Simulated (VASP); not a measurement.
# CdTe (rocksalt type) (Fm-3m) in VASP: notebook, part 2 of 2

VASP 6.6.1. Earlier steps stand in the parts before.

### Step 6. Single point, PBE (volume scaled by 0.72)

INCAR

```
SYSTEM = CdTe
PREC = Accurate
ENCUT = 520
EDIFF = 1E-7
ISMEAR = -1
SIGMA = 0.05
LREAL = .False.
LASPH = .True.
NELM = 80
ALGO = Normal
ISIF = 2
LWAVE = .False.
LCHARG = .False.
GGA = PE
NBANDS = 16
```

KPOINTS

```
Automatic mesh
0
Gamma
  11 11 11
  0 0 0
```

POSCAR

```
CdTe
1.0
    0.0000000000      2.7443448275      2.7443448275
    2.7443448275      0.0000000000      2.7443448275
    2.7443448275      2.7443448275      0.0000000000
Cd Te
1 1
Direct
    0.0000000000      0.0000000000      0.0000000000
    0.5000000000      0.5000000000      0.5000000000
```

Potentials or basis: VASP PAW PBE potentials, release 64 (Cd, Te).

Launch:

```sh
cat potpaw_PBE.64/Cd/POTCAR potpaw_PBE.64/Te/POTCAR > POTCAR
mpirun -np 1 vasp_std > vasp.out
```

OUTCAR:

```text
SYSTEM = CdTe
   PREC = Accurate
   ENCUT = 520
   EDIFF = 1E-7
   ISMEAR = -1
   LREAL = .False.
   LASPH = .True.
   NELM = 80
   ISIF = 2
   GGA = PE

 ion  position               nearest neighbor table
   1  0.000  0.000  0.000-   2 2.74   2 2.74   2 2.74   2 2.74   2 2.74   2 2.74
   2  0.500  0.500  0.500-   1 2.74   1 2.74   1 2.74   1 2.74   1 2.74   1 2.74

  LATTYP: Found a face centered cubic cell.
 ALAT       =     5.4886896550

  Lattice vectors:

 A1 = (   0.0000000000,   2.7443448275,   2.7443448275)
 A2 = (   2.7443448275,   0.0000000000,   2.7443448275)
 A3 = (   2.7443448275,   2.7443448275,   0.0000000000)

Analysis of symmetry for initial positions (statically):
=====================================================================
 Subroutine PRICEL returns:
 Original cell was already a primitive cell.

 Routine SETGRP: Setting up the symmetry group for a
 face centered cubic supercell.

 Subroutine GETGRP returns: Found 48 space group operations
 (whereof 48 operations were pure point group operations)
 out of a pool of 48 trial point group operations.

The static configuration has the point symmetry O_h .

Analysis of symmetry for dynamics (positions and initial velocities):
=====================================================================
 Subroutine PRICEL returns:
 Original cell was already a primitive cell.

 Routine SETGRP: Setting up the symmetry group for a
 face centered cubic supercell.

 Subroutine GETGRP returns: Found 48 space group operations
 (whereof 48 operations were pure point group operations)
 out of a pool of 48 trial point group operations.

The dynamic configuration has the point symmetry O_h .

 Subroutine INISYM returns: Found 48 space group operations
 (whereof 48 operations are pure point group operations),
 and found     1 'primitive' translations

----------------------------------------------------------------------------------------

                                     Primitive cell

  volume of cell :      41.3377

  direct lattice vectors                    reciprocal lattice vectors
     0.000000000  2.744344827  2.744344827    -0.182192848  0.182192848  0.182192848
     2.744344827  0.000000000  2.744344827     0.182192848 -0.182192848  0.182192848
     2.744344827  2.744344827  0.000000000     0.182192848  0.182192848 -0.182192848

  length of vectors
     3.881089675  3.881089675  3.881089675     0.315567270  0.315567270  0.315567270

  position of ions in fractional coordinates (direct lattice)
     0.000000000  0.000000000  0.000000000
     0.500000000  0.500000000  0.500000000

  ion indices of the primitive-cell ions
   primitive index   ion index
                 1           1
                 2           2

----------------------------------------------------------------------------------------

 KPOINTS: Automatic mesh

Automatic generation of k-mesh.
 Grid dimensions read from file:
 generate k-points for:   11   11   11

 Generating k-lattice:

  Cartesian coordinates                     Fractional coordinates (reciprocal lattice)
    -0.016562986  0.016562986  0.016562986     0.090909091  0.000000000  0.000000000
     0.016562986 -0.016562986  0.016562986     0.000000000  0.090909091  0.000000000
     0.016562986  0.016562986 -0.016562986     0.000000000  0.000000000  0.090909091

  Length of vectors
     0.028687934  0.028687934  0.028687934

  Shift w.r.t. Gamma in fractional coordinates (k-lattice)
     0.000000000  0.000000000  0.000000000

 Subroutine IBZKPT returns following result:
 ===========================================

 Found     56 irreducible k-points:

 Following reciprocal coordinates:
            Coordinates               Weight
  0.000000  0.000000  0.000000      1.000000
  0.090909  0.000000  0.000000      8.000000
  0.181818  0.000000  0.000000      8.000000
  0.272727  0.000000  0.000000      8.000000
  0.363636  0.000000  0.000000      8.000000
  0.454545  0.000000  0.000000      8.000000
[... 16 lines left out ...]
 -0.272727  0.181818  0.000000     24.000000
 -0.181818  0.181818  0.000000     12.000000
 [... further k-points ...]
   k-points           NKPTS =     56   k-points in BZ     NKDIM =     56   number of bands    NBANDS=     16
   number of dos      NEDOS =    301   number of ions     NIONS =      2
   total plane-waves  NPLWV =  27000
   dimension x,y,z NGX =    30 NGY =   30 NGZ =   30
   dimension x,y,z NGXF=    60 NGYF=   60 NGZF=   60
   ions per type =               1   1
   NGX,Y,Z   is equivalent  to a cutoff of  12.85, 12.85, 12.85 a.u.
   NGXF,Y,Z  is equivalent  to a cutoff of  25.70, 25.70, 25.70 a.u.
 SYSTEM =  CdTe
   PREC   = accura    normal or accurate (medium, high low for compatibility)
   ISTART =      0    job   : 0-new  1-cont  2-samecut
   ICHARG =      2    charge: 1-file 2-atom 10-const
   ISPIN  =      1    spin polarized calculation?
   LNONCOLLINEAR =      F non collinear calculations
   LSORBIT =      F    spin-orbit coupling
   LASPH  =      T    aspherical Exc in radial PAW
   ENCUT  =  520.0 eV  38.22 Ry    6.18 a.u.   7.22  7.22  7.22*2*pi/ulx,y,z
   NELM   =     80;   NELMIN=  2; NELMDL= -5     # of ELM steps
   EDIFF  = 0.1E-06   stopping-criterion for ELM
   LREAL  =      F    real-space projection
   EDIFFG = 0.1E-05   stopping-criterion for IOM
   NSW    =      0    number of steps for IOM
   IBRION =     -1    ionic relax: 0-MD 1-quasi-New 2-CG
   NFREE  =      0    steps in history (QN), initial steepest desc. (CG)
   ISIF   =      2    stress and relaxation
   ISYM   =      2    0-nonsym 1-usesym 2-fastsym
   POTIM  = 0.5000    time-step for ionic-motion
   TEBEG  =    0.0;   TEEND  =   0.0 temperature during run
   PSTRESS=    0.0 pullay stress
   NELECT =      18.0000    total number of electrons
   NUPDOWN=      -1.0000    fix difference up-down
   EMIN   =  10.00;   EMAX   =-10.00  energy-range for DOS
   EFERMI =   0.00;   METHOD = LEGACY
   ISMEAR =    -1;   SIGMA  =   0.05  broadening in eV -4-tet -1-fermi 0-gaus
   EFERMI_NEDOS =   21; number of points for ismear=-14 and -15
   IALGO  =     38    algorithm
   IMIX   =      4    mixing-type and parameters
     AMIX     =   0.40;   BMIX     =  1.00
     AMIX_MAG =   1.60;   BMIX_MAG =  1.00
  volume/ion in A,a.u.               =      20.67       139.48
  Fermi-wavevector in a.u.,A,eV,Ry     =   1.240843  2.344854 20.948787  1.539692
  Thomas-Fermi vector in A             =   2.375267
   LORBIT       =      0    0 simple, 1 ext, 2 COOP (PROOUT), +10 PAW based schemes
   GGA     = PE    functional components
   LHFCALC =     F    Hartree Fock is set to
   AEXX    =    0.0000 exact exchange contribution
   IVDW    =     0    specifies the selected vdW correction
   LEPSILON=     F    determine dielectric tensor
   LRPA    =     F    only Hartree local field effects (RPA)
 non-spin polarized calculation
  energy-cutoff  :      520.00
  volume of cell :       41.34
 maximum number of plane-waves:      1139
 NGX is ok and might be reduce to    30
   NGX = 15   NGY = 15   NGZ = 15

 number of electron      18.0000007 magnetization

 Free energy of the ion-electron system (eV)
  ---------------------------------------------------
  ext. energy  EPLUGINS =         0.00000000
  ---------------------------------------------------
  free energy    TOTEN  =        -3.17223877 eV

  energy without entropy =       -3.16692251  energy(sigma->0) =       -3.16958064

 E-fermi :   7.9004     XC(G=0): -11.2844

 val. band max:        7.8730130804   @ k =  -0.2727   0.1818   0.0000
 cond. band min:       7.9402036463   @ k =   0.4545   0.0000   0.0000
 fundamental gap:      0.0671905659
 Fermi energy:         7.9003888205

 k-point     1 :       0.0000    0.0000    0.0000
  band No.  band energies     occupation
      1      -6.3219      2.00000
      2      -1.6033      2.00000
      3      -1.6033      2.00000
      4      -1.5494      2.00000
      5      -1.5494      2.00000
      6      -1.5494      2.00000
[... 8 lines left out ...]
     15      16.4082      0.00000
     16      16.4082      0.00000

 k-point     2 :       0.0909    0.0000    0.0000
  band No.  band energies     occupation
      1      -6.2130      2.00000
      2      -1.6335      2.00000
      3      -1.6335      2.00000
      4      -1.5612      2.00000
      5      -1.5364      2.00000
      6      -1.5364      2.00000
[... 8 lines left out ...]
     15      15.8929      0.00000
     16      15.8929      0.00000
[... 387 lines left out ...]
      5      -1.4063      2.00000
      6      -1.2776      2.00000
[... 8 lines left out ...]
     15      18.1399      0.00000
     16      21.1119      0.00000

 k-point    24 :      -0.1818    0.1818    0.0000
  band No.  band energies     occupation
      1      -5.2794      2.00000
      2      -1.8881      2.00000
      3      -1.8272      2.00000
      4      -1.6198      2.00000
      5      -1.4546      2.00000
      6      -1.3606      2.00000
[... 8 lines left out ...]
     15      17.9392      0.00000
     16      19.6045      0.00000

 [... further k-points ...]
[... 5 lines left out ...]
  --------------------------------------------------------------------------------------
  -------------------------------------------------------------------------------------
  Total        9.0502966      9.0502966      9.0502966     -0.0000000      0.0000000      0.0000000
  in kB      350.7739700    350.7739700    350.7739700     -0.0000000      0.0000000      0.0000000
  external PRESSURE =     350.7739700 kB  Pullay stress =       0.0000000 kB

 VOLUME and BASIS-vectors are now :
 -----------------------------------------------------------------------------
  energy-cutoff  :      520.00
  volume of cell :       41.34
      direct lattice vectors                 reciprocal lattice vectors
     0.000000000  2.744344827  2.744344827    -0.182192848  0.182192848  0.182192848
     2.744344827  0.000000000  2.744344827     0.182192848 -0.182192848  0.182192848
     2.744344827  2.744344827  0.000000000     0.182192848  0.182192848 -0.182192848

 POSITION                                       TOTAL-FORCE (eV/Angst)
 -----------------------------------------------------------------------------------
      0.00000      0.00000      0.00000         0.000000     -0.000000     -0.000000
      2.74434      2.74434      2.74434        -0.000000      0.000000      0.000000
 -----------------------------------------------------------------------------------
    total drift:                               -0.000000      0.000000      0.000000

  FREE ENERGIE OF THE ION-ELECTRON SYSTEM (eV)
  ---------------------------------------------------
  free  energy   TOTEN  =        -3.1722387671 eV

  energy  without entropy=       -3.1669225064  energy(sigma->0) =       -3.16958064
```

stdout:

```text
POSCAR found type information on POSCAR CdTe
 POSCAR found :  2 types and       2 ions
 scaLAPACK will be used
 LDA part: xc-table for (Slater+PW92), standard interpolation
 POSCAR, INCAR and KPOINTS ok, starting setup
 FFT: planning ... GRIDC
 FFT: planning ... GRID_SOFT
 FFT: planning ... GRID
 WAVECAR not read
 entering main loop
```

It took 32 s on 1 thread of Intel Xeon 6975P-C, shared host; peak memory 0.19 GiB.

What came out:

```yaml
Free_energy: -3.1722 eV
Pressure: 35.1 GPa
Band_gap_on_the_k_mesh: zero (band 9 reaches 8.08 eV, above the bottom of band 10 at 6.40 eV)
```

Levels at points of the mesh, in eV from the Fermi level:
| k point | band 5 | band 6 | band 7 | band 8 | band 9 | band 10 | band 11 | band 12 | band 13 | band 14 |
| --- | --- | --- | --- | --- | --- | --- | --- | --- | --- | --- |
| (0.00, 0.00, 0.00) | -9.45 | -9.45 | -0.92 | -0.92 | -0.92 | 2.29 | 7.11 | 7.11 | 7.11 | 7.39 |

Caveat: spin-orbit coupling is left out, which moves the levels of the heavy elements.

### Step 7. Summary

```tsv
cell	gap on the mesh (eV)	pressure (GPa)
a = 3.548 Å, angles 60.0°, 2 atoms	none	123.0
a = 3.732 Å, angles 60.0°, 2 atoms	none	63.5
a = 3.881 Å, angles 60.0°, 2 atoms	none	35.1
```

Alike in all rows: task single point; level PBE; potentials or basis VASP PAW PBE potentials, release 64 (Cd, Te); no spin polarisation; k mesh 11 × 11 × 11; cutoff (eV) 520; smearing fermi-dirac 0.05 eV.

Caveats: spin-orbit coupling is left out, which moves the levels of the heavy elements.

Absolute energies hang on the potentials; compare differences alone.
